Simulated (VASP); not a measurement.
# NiPt2 (P-3m1) in VASP: further runs

Runs on NiPt2. Level: PBE. Tasks: single point, relaxation of cell and atoms.

Everything below comes from runs of VASP 6.6.1. Logs are shortened: lines on timing, memory, paths and dates and some standing lists are left out, and cuts for length are marked.

### Step 1. The cell of the first run

It takes space group P-3m1 (No. 164, trigonal). Conventional cell: a = 2.733 Å, b = 2.733 Å, c = 13.328 Å, α = 90.00°, β = 90.00°, γ = 120.00°. Ni (site symmetry 3m) has 9 Ni at 2.45 to 2.73 Å and 3 Pt at 2.63 Å within 3.2 Å. Pt (site symmetry 3m) has 3 Ni at 2.63 Å and 9 Pt at 2.73 to 2.89 Å within 3.5 Å. Pt (site symmetry 3m) has 12 Pt at 2.73 to 2.89 Å within 3.6 Å.

### Step 2. Single point, PBE, collinear spin, ferromagnetic start

File INCAR:

```
SYSTEM = NiPt2
ALGO     = Fast           ! electronic algorithm
EDIFF    = 1E-7           ! SCF threshold, eV
ENCUT    = 520            ! plane-wave cutoff, eV
GGA      = PE             ! functional
ISIF     = 2              ! what is computed and relaxed
ISMEAR   = 0              ! smearing method
ISPIN    = 2              ! spin polarisation
LASPH    = .True.         ! aspherical terms in the spheres
LCHARG   = .False.        ! write CHGCAR
LMAXMIX  = 4              ! l up to which the mixer works
LORBIT   = 11             ! projections on sites
LREAL    = .False.        ! projectors in reciprocal space
LWAVE    = .False.        ! write WAVECAR
MAGMOM   = 2 2 0 0 0 0    ! initial moments
NBANDS   = 43             ! bands
NELM     = 150            ! most SCF steps
PREC     = Accurate       ! precision mode
SIGMA    = 0.1            ! smearing width, eV
```

File KPOINTS:

```
k-points
0
Gamma
  6 6 2
  0 0 0
```

File POSCAR:

```
NiPt2
1.0
    2.7329814291     -0.0000000029      0.0000000000
   -1.3664907120      2.3668313471      0.0000000000
    0.0000000000      0.0000000000     13.3283053049
Ni Pt
2 4
Direct
    0.3333333333      0.6666666667      0.4295880154
    0.6666666667      0.3333333333      0.5704119846
    0.3333333333      0.6666666667      0.7284923086
    0.3333333333      0.6666666667      0.0898485111
    0.6666666667      0.3333333333      0.9101514889
    0.6666666667      0.3333333333      0.2715076914
```

Potentials or basis: VASP PAW PBE potentials, release 64 (Ni, Pt).

The run is started by

```
$ cat potpaw_PBE.64/Ni/POTCAR potpaw_PBE.64/Pt/POTCAR > POTCAR
$ mpirun -np 1 vasp_std > vasp.out
```

OUTCAR:

```text
SYSTEM = NiPt2
   EDIFF = 1E-7
   ENCUT = 520
   GGA = PE
   ISIF = 2
   ISMEAR = 0
   ISPIN = 2
   LASPH = .True.
   LORBIT = 11
   LREAL = .False.
   NELM = 150
   PREC = Accurate

 ion  position               nearest neighbor table
   1  0.333  0.667  0.430-   2 2.45   2 2.45   2 2.45   6 2.63   6 2.63   6 2.63
   2  0.667  0.333  0.570-   1 2.45   1 2.45   1 2.45   3 2.63   3 2.63   3 2.63
   3  0.333  0.667  0.728-   2 2.63   2 2.63   2 2.63   5 2.89   5 2.89   5 2.89
   4  0.333  0.667  0.090-   5 2.87   5 2.87   5 2.87   6 2.89   6 2.89   6 2.89
   5  0.667  0.333  0.910-   4 2.87   4 2.87   4 2.87   3 2.89   3 2.89   3 2.89
   6  0.667  0.333  0.272-   1 2.63   1 2.63   1 2.63   4 2.89   4 2.89   4 2.89

  LATTYP: Found a hexagonal cell.
 ALAT       =     2.7329814291
 C/A-ratio  =     4.8768371285

  Lattice vectors:

 A1 = (   2.7329814291,  -0.0000000029,   0.0000000000)
 A2 = (  -1.3664907120,   2.3668313471,   0.0000000000)
 A3 = (   0.0000000000,   0.0000000000,  13.3283053049)

Analysis of symmetry for initial positions (statically):
=====================================================================
 Subroutine PRICEL returns:
 Original cell was already a primitive cell.

 Routine SETGRP: Setting up the symmetry group for a
 hexagonal supercell.

 Subroutine GETGRP returns: Found 12 space group operations
 (whereof 12 operations were pure point group operations)
 out of a pool of 24 trial point group operations.

The static configuration has the point symmetry D_3d.

Analysis of symmetry for dynamics (positions and initial velocities):
=====================================================================
 Subroutine PRICEL returns:
 Original cell was already a primitive cell.

 Routine SETGRP: Setting up the symmetry group for a
 hexagonal supercell.

 Subroutine GETGRP returns: Found 12 space group operations
 (whereof 12 operations were pure point group operations)
 out of a pool of 24 trial point group operations.

The dynamic configuration has the point symmetry D_3d.

Analysis of structural, dynamic, and magnetic symmetry:
=====================================================================
 Subroutine PRICEL returns:
 Original cell was already a primitive cell.

 Routine SETGRP: Setting up the symmetry group for a
 hexagonal supercell.

 Subroutine GETGRP returns: Found 12 space group operations
 (whereof 12 operations were pure point group operations)
 out of a pool of 24 trial point group operations.

The overall configuration has the point symmetry D_3d.

 Subroutine INISYM returns: Found 12 space group operations
 (whereof 12 operations are pure point group operations),
 and found     1 'primitive' translations

----------------------------------------------------------------------------------------

                                     Primitive cell

  volume of cell :      86.2142

  direct lattice vectors                    reciprocal lattice vectors
     2.732981429 -0.000000003  0.000000000     0.365900767  0.211252906  0.000000000
    -1.366490712  2.366831347  0.000000000     0.000000000  0.422505812  0.000000000
     0.000000000  0.000000000 13.328305305     0.000000000  0.000000000  0.075028293

  length of vectors
     2.732981429  2.732981429 13.328305305     0.422505812  0.422505812  0.075028293

  position of ions in fractional coordinates (direct lattice)
     0.333333333  0.666666667  0.429588015
     0.666666667  0.333333333  0.570411985
     0.333333333  0.666666667  0.728492309
     0.333333333  0.666666667  0.089848511
     0.666666667  0.333333333  0.910151489
     0.666666667  0.333333333  0.271507691

  ion indices of the primitive-cell ions
   primitive index   ion index
                 1           1
                 2           2
                 3           3
                 4           4
                 5           5
                 6           6

----------------------------------------------------------------------------------------

 KPOINTS: k-points
[... 34 lines left out ...]
  0.333333  0.000000  0.500000      6.000000
  0.500000  0.000000  0.500000      3.000000
  0.166667  0.166667  0.500000      6.000000
  0.333333  0.166667  0.500000     12.000000
  0.333333  0.333333  0.500000      2.000000
   k-points           NKPTS =     14   k-points in BZ     NKDIM =     14   number of bands    NBANDS=     43
   number of dos      NEDOS =    301   number of ions     NIONS =      6
   total plane-waves  NPLWV =  40000
   dimension x,y,z NGX =    20 NGY =   20 NGZ =  100
   dimension x,y,z NGXF=    40 NGYF=   40 NGZF=  200
   ions per type =               2   4
   NGX,Y,Z   is equivalent  to a cutoff of  12.17, 12.17, 12.47 a.u.
   NGXF,Y,Z  is equivalent  to a cutoff of  24.33, 24.33, 24.95 a.u.
 SYSTEM =  NiPt2
   PREC   = accura    normal or accurate (medium, high low for compatibility)
   ISTART =      0    job   : 0-new  1-cont  2-samecut
   ICHARG =      2    charge: 1-file 2-atom 10-const
   ISPIN  =      2    spin polarized calculation?
   LNONCOLLINEAR =      F non collinear calculations
   LSORBIT =      F    spin-orbit coupling
   LASPH  =      T    aspherical Exc in radial PAW
   ENCUT  =  520.0 eV  38.22 Ry    6.18 a.u.   5.08  5.08 24.78*2*pi/ulx,y,z
   NELM   =    150;   NELMIN=  2; NELMDL= -5     # of ELM steps
   EDIFF  = 0.1E-06   stopping-criterion for ELM
   LREAL  =      F    real-space projection
   EDIFFG = 0.1E-05   stopping-criterion for IOM
   NSW    =      0    number of steps for IOM
   IBRION =     -1    ionic relax: 0-MD 1-quasi-New 2-CG
   NFREE  =      0    steps in history (QN), initial steepest desc. (CG)
   ISIF   =      2    stress and relaxation
   ISYM   =      2    0-nonsym 1-usesym 2-fastsym
   POTIM  = 0.5000    time-step for ionic-motion
   TEBEG  =    0.0;   TEEND  =   0.0 temperature during run
   PSTRESS=    0.0 pullay stress
   NELECT =      60.0000    total number of electrons
   NUPDOWN=      -1.0000    fix difference up-down
   EMIN   =  10.00;   EMAX   =-10.00  energy-range for DOS
   EFERMI =   0.00;   METHOD = LEGACY
   ISMEAR =     0;   SIGMA  =   0.10  broadening in eV -4-tet -1-fermi 0-gaus
   EFERMI_NEDOS =   21; number of points for ismear=-14 and -15
   IALGO  =     68    algorithm
   IMIX   =      4    mixing-type and parameters
     AMIX     =   0.40;   BMIX     =  1.00
     AMIX_MAG =   1.60;   BMIX_MAG =  1.00
  volume/ion in A,a.u.               =      14.37        96.97
  Fermi-wavevector in a.u.,A,eV,Ry     =   1.450771  2.741560 28.636688  2.104737
  Thomas-Fermi vector in A             =   2.568345
   LORBIT       =     11    0 simple, 1 ext, 2 COOP (PROOUT), +10 PAW based schemes
   GGA     = PE    functional components
   LHFCALC =     F    Hartree Fock is set to
   AEXX    =    0.0000 exact exchange contribution
   IVDW    =     0    specifies the selected vdW correction
   LEPSILON=     F    determine dielectric tensor
   LRPA    =     F    only Hartree local field effects (RPA)
 spin polarized calculation
 RMM-DIIS sequential band-by-band and
 Gauss-broadening in eV      SIGMA  =   0.10
  energy-cutoff  :      520.00
  volume of cell :       86.21
 maximum number of plane-waves:      2346
   NGX = 11   NGY = 11   NGZ = 49

 number of electron      59.9999986 magnetization       2.3487444

 Free energy of the ion-electron system (eV)
  ---------------------------------------------------
  ext. energy  EPLUGINS =         0.00000000
  ---------------------------------------------------
  free energy    TOTEN  =       -35.26960508 eV

  energy without entropy =      -35.22018085  energy(sigma->0) =      -35.24489297

 E-fermi :   9.9287     XC(G=0): -13.1188

 val. band max:        9.9218682159   @ k =   0.0000   0.0000   0.5000
 cond. band min:       9.9289296680   @ k =   0.5000   0.0000   0.5000
 fundamental gap:      0.0070614521
 Fermi energy:         9.9287405014

 spin component 1

 k-point     1 :       0.0000    0.0000    0.0000
  band No.  band energies     occupation
      1       0.3127      1.00000
      2       1.0705      1.00000
      3       1.6970      1.00000
      4       2.6420      1.00000
      5       3.1904      1.00000
      6       4.7269      1.00000
[... 619 lines left out ...]
     41      18.0199      0.00000
     42      18.3407      0.00000
 Fermi energy:         9.9287405014

 spin component 2

 k-point     1 :       0.0000    0.0000    0.0000
  band No.  band energies     occupation
      1       0.3349      1.00000
      2       1.0948      1.00000
      3       1.7157      1.00000
      4       2.6772      1.00000
      5       3.2305      1.00000
      6       4.8747      1.00000
[... 619 lines left out ...]
     41      18.1195      0.00000
     42      18.4477      0.00000
 [bands above 42 left out]

------------------------ aborting loop because EDIFF is reached ----------------------------------------

  FORCE on cell =-STRESS in cart. coord.  units (eV):
  Direction    XX          YY          ZZ          XY          YZ          ZX
  --------------------------------------------------------------------------------------
  -------------------------------------------------------------------------------------
  Total       -0.2005780     -0.2005780     -0.1823536     -0.0000000      0.0000000     -0.0000000
  in kB       -3.7274766     -3.7274766     -3.3888014     -0.0000000      0.0000000     -0.0000000
  external PRESSURE =      -3.6145849 kB  Pullay stress =       0.0000000 kB

 VOLUME and BASIS-vectors are now :
 -----------------------------------------------------------------------------
  energy-cutoff  :      520.00
  volume of cell :       86.21
      direct lattice vectors                 reciprocal lattice vectors
     2.732981429 -0.000000003  0.000000000     0.365900767  0.211252906  0.000000000
    -1.366490712  2.366831347  0.000000000     0.000000000  0.422505812  0.000000000
     0.000000000  0.000000000 13.328305305     0.000000000  0.000000000  0.075028293

 POSITION                                       TOTAL-FORCE (eV/Angst)
 -----------------------------------------------------------------------------------
      0.00000      1.57789      5.72568         0.000000     -0.000000     -0.014846
      1.36649      0.78894      7.60263         0.000000      0.000000      0.014846
      0.00000      1.57789      9.70957        -0.000000     -0.000000     -0.012506
      0.00000      1.57789      1.19753        -0.000000      0.000000      0.002554
      1.36649      0.78894     12.13078        -0.000000     -0.000000     -0.002554
      1.36649      0.78894      3.61874        -0.000000     -0.000000      0.012506
 -----------------------------------------------------------------------------------
    total drift:                                0.000000     -0.000000      0.000000

  FREE ENERGIE OF THE ION-ELECTRON SYSTEM (eV)
  ---------------------------------------------------
  free  energy   TOTEN  =       -35.2696050800 eV

  energy  without entropy=      -35.2201808526  energy(sigma->0) =      -35.24489297

 total charge

# of ion       s       p       d       tot
------------------------------------------
    1        0.442   0.416   8.278   9.136
    2        0.442   0.416   8.278   9.136
    3        0.665   0.597   8.035   9.297
    4        0.631   0.570   8.043   9.243
    5        0.631   0.570   8.043   9.243
    6        0.665   0.597   8.035   9.297
--------------------------------------------------
tot          3.475   3.167  48.710  55.352

 magnetization (x)

# of ion       s       p       d       tot
------------------------------------------
    1       -0.002  -0.012   0.860   0.846
    2       -0.002  -0.012   0.860   0.846
    3        0.001  -0.007   0.224   0.218
    4        0.001  -0.002   0.122   0.121
    5        0.001  -0.002   0.122   0.121
    6        0.001  -0.007   0.224   0.218
--------------------------------------------------
tot          0.001  -0.041   2.411   2.370
```

Run time: 4.9 min. Hardware: 1 thread of Oxide Virtual Turin-like, shared host; peak memory 0.23 GiB.

What came out:

```
Free energy                                           : -35.2696 eV
Pressure                                              : -0.4 GPa
Largest force                                         : 0.015 eV/Å
Net moment                                            : 2.35 μB per cell
Site moments                                          : Ni +0.85; Pt +0.22, +0.12 μB
Valence electrons inside the program's atomic spheres : Ni 9.14; Pt 9.30, 9.24
```

Forces in eV/Å, atoms in the order of the input:
```
Ni   0.000  0.000 -0.015
Ni   0.000  0.000  0.015
Pt   0.000  0.000 -0.013
Pt   0.000  0.000  0.003
Pt   0.000  0.000 -0.003
Pt   0.000  0.000  0.013
```

Levels at points of the mesh, in eV from the Fermi level:
Spin up:
```csv
k point,band 30,band 31,band 32,band 33,band 34,band 35,band 36,band 37
"(0.00, 0.00, 0.00)",-0.88,-0.88,-0.55,-0.55,-0.29,-0.29,0.02,5.43
"(0.50, 0.00, 0.00)",0.59,0.65,0.76,1.81,2.18,2.84,3.55,6.41
"(0.00, 0.00, 0.50)",-0.88,-0.88,-0.74,-0.60,-0.60,-0.28,-0.28,6.58
"(0.50, 0.00, 0.50)",0.65,0.83,1.27,1.77,1.90,2.76,3.64,6.34
```
Spin down:
| k point | band 26 | band 27 | band 28 | band 29 | band 30 | band 31 | band 32 | band 33 | band 34 | band 35 |
| --- | --- | --- | --- | --- | --- | --- | --- | --- | --- | --- |
| (0.00, 0.00, 0.00) | -0.89 | -0.89 | -0.84 | -0.84 | -0.18 | -0.18 | -0.07 | -0.07 | 0.05 | 0.05 |
| (0.50, 0.00, 0.00) | 0.31 | 0.53 | 0.56 | 0.65 | 0.68 | 0.73 | 0.83 | 1.96 | 2.42 | 2.94 |
| (0.00, 0.00, 0.50) | -1.25 | -1.25 | -0.63 | -0.49 | -0.49 | -0.38 | -0.38 | -0.01 | -0.01 | 0.05 |
| (0.50, 0.00, 0.50) | 0.18 | 0.54 | 0.55 | 0.65 | 0.73 | 1.14 | 1.49 | 1.88 | 1.96 | 2.98 |

Caveat: the k points lie up to 0.44 Å⁻¹ apart; spin-orbit coupling is left out, which moves the levels of the heavy elements.

### Step 3. Relaxation of cell and atoms, PBE, collinear spin, ferromagnetic start

This run uses another cell than the first one, of 14.08 Å³/atom, 0.980 times its volume.

File INCAR:

```
ALGO = Fast
EDIFF = 1E-7
EDIFFG = -0.04
ENCUT = 600
GGA = PE
IBRION = 2
ISIF = 3
ISMEAR = 0
ISPIN = 2
LASPH = T
LCHARG = F
LMAXMIX = 4
LORBIT = 11
LREAL = F
LWAVE = F
MAGMOM = 2 2 0 0 0 0
NELM = 150
NSW = 90
PREC = Accurate
SIGMA = 0.1
```

File KPOINTS:

```
k-points
0
Gamma
  6 6 2
```

File POSCAR:

```
NiPt2
1.0
    2.7369200100      0.0000000000      0.0000000000
   -1.3684600000      2.3702422600      0.0000000000
    0.0000000000      0.0000000000     13.0258829800
Ni Pt
2 4
Direct
    0.3333333300      0.6666666700      0.4166666700
    0.6666666700      0.3333333300      0.5833333300
    0.3333333300      0.6666666700      0.7500000000
    0.3333333300      0.6666666700      0.0833333300
    0.6666666700      0.3333333300      0.9166666700
    0.6666666700      0.3333333300      0.2500000000
```

Potentials or basis: VASP PAW PBE potentials, release 64 (Ni, Pt).

The run is started by

```
$ cat potpaw_PBE.64/Ni/POTCAR potpaw_PBE.64/Pt/POTCAR > POTCAR
$ mpirun -np 1 vasp_std > vasp.out
```

Wall time 52 min (1 thread of Oxide Virtual Turin-like, shared host); peak memory 0.31 GiB.

It converged, with:

```
Free energy                                           : -35.1372 eV
Relaxed volume                                        : 14.30 Å³/atom
Relaxed cell                                          : a = 2.730 Å, b = 2.730 Å, c = 13.284 Å, α = 90.00°, β = 90.00°, γ = 120.00°
Space group after relaxing (to 0.05 Å)                : P-3m1 (No. 164)
Energy gained by relaxing                             : 122.9 meV/atom
Ionic steps                                           : 14
Pressure after relaxing                               : -0.1 GPa
Largest force after relaxing                          : 0.013 eV/Å
Band gap on the k mesh                                : zero (filled and empty bands overlap)
Net moment                                            : 0.00 μB per cell
Valence electrons inside the program's atomic spheres : Ni 9.16; Pt 9.30, 9.25
```

Forces on the atoms (eV/Å):
```
Ni   0.000  0.000 -0.007
Ni   0.000  0.000  0.007
Pt   0.000  0.000  0.013
Pt   0.000  0.000 -0.006
Pt   0.000  0.000  0.006
Pt   0.000  0.000 -0.013
```

The path:
```
step  energy change (eV)  largest force (eV/Å)  pressure (GPa)  volume (Å³)
   1              0.0000                2.4165           11.35        84.50
   2              0.2188                0.4335          -18.68        97.22
   3             -0.2347                1.2277           -4.58        89.35
   4             -0.2360                1.1555           -5.78        89.78
   5             -0.4849                0.5829           -0.39        87.12
   6             -0.4861                0.5911            0.21        86.92
   7             -0.6119                0.5814            0.49        86.28
   8             -0.7129                0.3900            2.81        84.76
   9             -0.7150                0.4306            2.40        84.95
  10             -0.6949                0.1102           -5.56        87.94
  11             -0.7306                0.2160           -0.92        86.12
  12             -0.7371                0.0582            0.26        85.66
  13             -0.7375                0.0485            0.03        85.75
  14             -0.7377                0.0134           -0.08        85.77
```

Final structure:
```
CELL_PARAMETERS angstrom
2.73046 0.00000 0.00000
-1.36523 2.36465 0.00000
0.00000 0.00000 13.28439
ATOMIC_POSITIONS crystal
Ni 0.33333 0.66667 0.43026
Ni 0.66667 0.33333 0.56974
Pt 0.33333 0.66667 0.72842
Pt 0.33333 0.66667 0.09014
Pt 0.66667 0.33333 0.90986
Pt 0.66667 0.33333 0.27158
```

Levels at points of the mesh, in eV from the Fermi level:
Spin up:
| k point | band 29 | band 30 | band 31 | band 32 | band 33 | band 34 |
| --- | --- | --- | --- | --- | --- | --- |
| (0.00, 0.00, 0.00) | -0.95 | -0.30 | -0.30 | -0.23 | -0.23 | -0.16 |
| (0.50, 0.00, 0.00) | 0.57 | 0.65 | 0.71 | 0.82 | 1.92 | 2.47 |
| (0.00, 0.00, 0.50) | -0.59 | -0.53 | -0.53 | -0.51 | -0.18 | -0.18 |
| (0.50, 0.00, 0.50) | 0.57 | 0.65 | 1.10 | 1.48 | 1.90 | 1.94 |
Spin down:
| k point | band 28 | band 29 | band 30 | band 31 | band 32 | band 33 | band 34 | band 35 |
| --- | --- | --- | --- | --- | --- | --- | --- | --- |
| (0.00, 0.00, 0.00) | -0.95 | -0.95 | -0.30 | -0.30 | -0.23 | -0.23 | -0.16 | -0.16 |
| (0.50, 0.00, 0.00) | 0.47 | 0.57 | 0.65 | 0.71 | 0.82 | 1.92 | 2.47 | 2.93 |
| (0.00, 0.00, 0.50) | -0.59 | -0.59 | -0.53 | -0.53 | -0.51 | -0.18 | -0.18 | -0.15 |
| (0.50, 0.00, 0.50) | 0.46 | 0.57 | 0.65 | 1.10 | 1.48 | 1.90 | 1.94 | 2.99 |

Caveat: the k points lie up to 0.44 Å⁻¹ apart in the final cell; the starting moments collapsed, and a magnetic state may lie lower; spin-orbit coupling is left out, which moves the levels of the heavy elements.
